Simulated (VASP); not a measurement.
# SrVO3 (Pm-3m) in VASP: single point with PBE

Aim: the single point of SrVO3 with PBE.

All numbers are computed with VASP 6.6.1; they aren't measurements. Logs are shortened: lines on timing, memory, paths and dates and some standing lists are left out, and cuts for length are marked.

## (1) The cell of the first run

It takes space group Pm-3m (No. 221, cubic). The conventional cell has a = 3.845 Å, b = 3.845 Å, c = 3.845 Å, α = 90.00°, β = 90.00°, γ = 90.00°. Within 3.6 Å of Sr (site symmetry m-3m) lie 12 O at 2.72 Å and 8 V at 3.33 Å. Within 2.5 Å of V (site symmetry m-3m) lie 6 O at 1.92 Å. Within 2.5 Å of O (site symmetry 4/mmm) lie 2 V at 1.92 Å.

## (2) Single point, PBE

INCAR

```
SYSTEM = SrVO3
PREC     = Accurate       ! precision mode
ENCUT    = 600            ! plane-wave cutoff, eV
EDIFF    = 1E-6           ! SCF threshold, eV
ISMEAR   = -1             ! smearing method
SIGMA    = 0.136          ! smearing width, eV
LREAL    = .False.        ! projectors in reciprocal space
LASPH    = .True.         ! aspherical terms in the spheres
NELM     = 120            ! most SCF steps
ALGO     = Normal         ! electronic algorithm
ISIF     = 2              ! what is computed and relaxed
LWAVE    = .False.        ! write WAVECAR
LCHARG   = .False.        ! write CHGCAR
GGA      = PE             ! functional
NBANDS   = 28             ! bands
GGA_COMPAT= .False.
```

KPOINTS

```
regular mesh
0
Gamma
  4 4 4
  0 0 0
```

POSCAR

```
SrVO3
1.0
    3.8450000000      0.0000000000      0.0000000000
    0.0000000000      3.8450000000      0.0000000000
    0.0000000000      0.0000000000      3.8450000000
Sr V O
1 1 3
Direct
    0.0000000000      0.0000000000      0.0000000000
    0.5000000000      0.5000000000      0.5000000000
    0.5000000000      0.5000000000      0.0000000000
    0.5000000000      0.0000000000      0.5000000000
    0.0000000000      0.5000000000      0.5000000000
```

Potentials or basis: VASP PAW PBE potentials, release 64 (Sr_sv, V_sv, O).

Command:

```bash
$ cat potpaw_PBE.64/Sr_sv/POTCAR potpaw_PBE.64/V_sv/POTCAR potpaw_PBE.64/O/POTCAR > POTCAR
$ mpirun -np 1 vasp_std > vasp.out
```

OUTCAR:

```text
SYSTEM = SrVO3
   PREC = Accurate
   ENCUT = 600
   EDIFF = 1E-6
   ISMEAR = -1
   LREAL = .False.
   LASPH = .True.
   NELM = 120
   ISIF = 2
   GGA = PE

 ion  position               nearest neighbor table
   1  0.000  0.000  0.000-   3 2.72   4 2.72   5 2.72   4 2.72   5 2.72   3 2.72   5 2.72   5 2.72
                             3 2.72   4 2.72   4 2.72   3 2.72   2 3.33   2 3.33   2 3.33   2 3.33
   2  0.500  0.500  0.500-   3 1.92   4 1.92   5 1.92   3 1.92   4 1.92   5 1.92   1 3.33   1 3.33
                             1 3.33   1 3.33   1 3.33   1 3.33   1 3.33   1 3.33
   3  0.500  0.500  0.000-   2 1.92   2 1.92   1 2.72   1 2.72   1 2.72   1 2.72
   4  0.500  0.000  0.500-   2 1.92   2 1.92   1 2.72   1 2.72   1 2.72   1 2.72
   5  0.000  0.500  0.500-   2 1.92   2 1.92   1 2.72   1 2.72   1 2.72   1 2.72

  LATTYP: Found a simple cubic cell.
 ALAT       =     3.8450000000

  Lattice vectors:

 A1 = (   3.8450000000,   0.0000000000,   0.0000000000)
 A2 = (   0.0000000000,   3.8450000000,   0.0000000000)
 A3 = (   0.0000000000,   0.0000000000,   3.8450000000)

Analysis of symmetry for initial positions (statically):
=====================================================================
 Subroutine PRICEL returns:
 Original cell was already a primitive cell.

 Routine SETGRP: Setting up the symmetry group for a
 simple cubic supercell.

 Subroutine GETGRP returns: Found 48 space group operations
 (whereof 48 operations were pure point group operations)
 out of a pool of 48 trial point group operations.

The static configuration has the point symmetry O_h .

Analysis of symmetry for dynamics (positions and initial velocities):
=====================================================================
 Subroutine PRICEL returns:
 Original cell was already a primitive cell.

 Routine SETGRP: Setting up the symmetry group for a
 simple cubic supercell.

 Subroutine GETGRP returns: Found 48 space group operations
 (whereof 48 operations were pure point group operations)
 out of a pool of 48 trial point group operations.

The dynamic configuration has the point symmetry O_h .

 Subroutine INISYM returns: Found 48 space group operations
 (whereof 48 operations are pure point group operations),
 and found     1 'primitive' translations

----------------------------------------------------------------------------------------

[... 83 lines left out ...]
   EDIFF  = 0.1E-05   stopping-criterion for ELM
   LREAL  =      F    real-space projection
   EDIFFG = 0.1E-04   stopping-criterion for IOM
   NSW    =      0    number of steps for IOM
   IBRION =     -1    ionic relax: 0-MD 1-quasi-New 2-CG
   NFREE  =      0    steps in history (QN), initial steepest desc. (CG)
   ISIF   =      2    stress and relaxation
   ISYM   =      2    0-nonsym 1-usesym 2-fastsym
   POTIM  = 0.5000    time-step for ionic-motion
   TEBEG  =    0.0;   TEEND  =   0.0 temperature during run
   PSTRESS=    0.0 pullay stress
   NELECT =      41.0000    total number of electrons
   NUPDOWN=      -1.0000    fix difference up-down
   EMIN   =  10.00;   EMAX   =-10.00  energy-range for DOS
   EFERMI =   0.00;   METHOD = LEGACY
   ISMEAR =    -1;   SIGMA  =   0.14  broadening in eV -4-tet -1-fermi 0-gaus
   EFERMI_NEDOS =   21; number of points for ismear=-14 and -15
   IALGO  =     38    algorithm
   IMIX   =      4    mixing-type and parameters
     AMIX     =   0.40;   BMIX     =  1.00
     AMIX_MAG =   1.60;   BMIX_MAG =  1.00
  volume/ion in A,a.u.               =      11.37        76.72
  Fermi-wavevector in a.u.,A,eV,Ry     =   1.468159  2.774418 29.327235  2.155491
  Thomas-Fermi vector in A             =   2.583690
   LORBIT       =      0    0 simple, 1 ext, 2 COOP (PROOUT), +10 PAW based schemes
   GGA     = PE    functional components
   LHFCALC =     F    Hartree Fock is set to
   AEXX    =    0.0000 exact exchange contribution
   IVDW    =     0    specifies the selected vdW correction
   LEPSILON=     F    determine dielectric tensor
   LRPA    =     F    only Hartree local field effects (RPA)
 non-spin polarized calculation
  energy-cutoff  :      600.00
  volume of cell :       56.84
 maximum number of plane-waves:      1924
 NGX is ok and might be reduce to    32
   NGX = 15   NGY = 15   NGZ = 15

 number of electron      40.9999995 magnetization

 Free energy of the ion-electron system (eV)
  ---------------------------------------------------
  ext. energy  EPLUGINS =         0.00000000
  ---------------------------------------------------
  free energy    TOTEN  =       -39.25798444 eV

  energy without entropy =      -39.09133947  energy(sigma->0) =      -39.17466196

 E-fermi :   6.3599     XC(G=0): -11.5554

 val. band max:        6.3594867662   @ k =   0.2500   0.2500   0.0000
 cond. band min:       6.4230215179   @ k =   0.2500   0.0000   0.0000
 fundamental gap:      0.0635347517
 Fermi energy:         6.3598533543

 k-point     1 :       0.0000    0.0000    0.0000
  band No.  band energies     occupation
      1     -59.6046      2.00000
      2     -33.4382      2.00000
      3     -33.4382      2.00000
      4     -33.4382      2.00000
      5     -28.2951      2.00000
      6     -13.4711      2.00000
[... 299 lines left out ...]
     27      11.7241      0.00000
     28      11.7241      0.00000

------------------------ aborting loop because EDIFF is reached ----------------------------------------

  FORCE on cell =-STRESS in cart. coord.  units (eV):
  Direction    XX          YY          ZZ          XY          YZ          ZX
  --------------------------------------------------------------------------------------
  -------------------------------------------------------------------------------------
  Total        1.1742968      1.1742968      1.1742968      0.0000000      0.0000000      0.0000000
  in kB       33.0978224     33.0978224     33.0978224      0.0000000      0.0000000      0.0000000
  external PRESSURE =      33.0978224 kB  Pullay stress =       0.0000000 kB

 VOLUME and BASIS-vectors are now :
 -----------------------------------------------------------------------------
  energy-cutoff  :      600.00
  volume of cell :       56.84
      direct lattice vectors                 reciprocal lattice vectors
     3.845000000  0.000000000  0.000000000     0.260078023  0.000000000  0.000000000
     0.000000000  3.845000000  0.000000000     0.000000000  0.260078023  0.000000000
     0.000000000  0.000000000  3.845000000     0.000000000  0.000000000  0.260078023

 POSITION                                       TOTAL-FORCE (eV/Angst)
 -----------------------------------------------------------------------------------
      0.00000      0.00000      0.00000         0.000000      0.000000      0.000000
      1.92250      1.92250      1.92250         0.000000      0.000000      0.000000
      1.92250      1.92250      0.00000         0.000000      0.000000      0.000000
      1.92250      0.00000      1.92250         0.000000      0.000000      0.000000
      0.00000      1.92250      1.92250         0.000000      0.000000      0.000000
 -----------------------------------------------------------------------------------
    total drift:                                0.000000     -0.000000     -0.000000

  FREE ENERGIE OF THE ION-ELECTRON SYSTEM (eV)
  ---------------------------------------------------
  free  energy   TOTEN  =       -39.2579844432 eV

  energy  without entropy=      -39.0913394693  energy(sigma->0) =      -39.17466196
```

OSZICAR:

```text
N       E                     dE             d eps       ncg     rms          rms(c)
DAV:   1     0.460054103697E+03    0.46005E+03   -0.25772E+04   560   0.172E+03
DAV:   2    -0.204906001620E+02   -0.48054E+03   -0.46450E+03   660   0.458E+02
DAV:   3    -0.489587685444E+02   -0.28468E+02   -0.28260E+02   612   0.120E+02
DAV:   4    -0.497909094881E+02   -0.83214E+00   -0.82696E+00   924   0.167E+01
DAV:   5    -0.497981204455E+02   -0.72110E-02   -0.72011E-02   692   0.139E+00    0.373E+01
DAV:   6    -0.409293208402E+02    0.88688E+01   -0.67482E+01   632   0.640E+01    0.184E+01
DAV:   7    -0.400199544021E+02    0.90937E+00   -0.24981E+01   616   0.450E+01    0.174E+01
DAV:   8    -0.392935764185E+02    0.72638E+00   -0.18743E+00   656   0.126E+01    0.631E+00
DAV:   9    -0.392969016588E+02   -0.33252E-02   -0.50289E-01   712   0.599E+00    0.214E+00
DAV:  10    -0.392579520631E+02    0.38950E-01   -0.18437E-01   616   0.435E+00    0.499E-01
DAV:  11    -0.392611391243E+02   -0.31871E-02   -0.19682E-02   680   0.129E+00    0.700E-01
DAV:  12    -0.392579446456E+02    0.31945E-02   -0.95666E-03   644   0.984E-01    0.372E-02
DAV:  13    -0.392580035161E+02   -0.58871E-04   -0.58555E-04   640   0.143E-01    0.398E-02
DAV:  14    -0.392579845233E+02    0.18993E-04   -0.44812E-05   728   0.550E-02    0.140E-02
DAV:  15    -0.392579856953E+02   -0.11720E-05   -0.17520E-05   716   0.312E-02    0.116E-02
DAV:  16    -0.392579846094E+02    0.10860E-05   -0.46735E-06   528   0.199E-02    0.259E-03
DAV:  17    -0.392579844432E+02    0.16614E-06   -0.33973E-07   340   0.562E-03
   1 F= -.39257984E+02 E0= -.39174662E+02  d E =-.166645E+00
```

stdout:

```text
POSCAR found type information on POSCAR SrV O
 POSCAR found :  3 types and       5 ions
 scaLAPACK will be used
 LDA part: xc-table for (Slater+PW92), standard interpolation
 POSCAR, INCAR and KPOINTS ok, starting setup
 FFT: planning ... GRIDC
 FFT: planning ... GRID_SOFT
 FFT: planning ... GRID
 WAVECAR not read
 entering main loop
```

Run time: 36 s. Hardware: 1 thread of Intel Xeon 8259CL, shared host; peak memory 0.18 GiB.

Results:

| Item | Value |
| --- | --- |
| Free energy | -39.2580 eV |
| Pressure | 3.3 GPa |
| Band gap on the k mesh | zero (an odd number of electrons rules out a gap without spin polarisation) |

Levels at points of the mesh, in eV from the Fermi level:
```
           k point  band 16  band 17  band 18  band 19  band 20  band 21  band 22  band 23  band 24  band 25
(0.00, 0.00, 0.00)    -3.32    -3.32    -2.49    -2.49    -2.49    -1.05    -1.05    -1.05     1.17     1.17
(0.50, 0.00, 0.00)    -4.63    -4.63    -4.18    -2.93    -2.93    -0.93     0.87     0.87     1.19     3.48
(0.50, 0.50, 0.00)    -5.17    -4.19    -3.70    -3.70    -2.20     0.85     0.85     1.21     2.20     5.36
(0.50, 0.50, 0.50)    -5.98    -5.98    -2.10    -2.10    -2.10     1.43     1.43     1.43     5.13     5.13
```

Caveat: the k points lie up to 0.41 Å⁻¹ apart, too coarse for converged energies and pressures of a metal; an odd number of electrons without spin polarisation forces a metal; a magnetic or distorted state may lie lower; the run has no spin polarisation, though such a crystal can be magnetic; semilocal functionals often make such compounds metallic where correlation or magnetic order opens a gap, which also shifts bond lengths. With open d or f shells a metallic result of PBE can be an artefact of self-interaction; +U or a hybrid may open a gap.
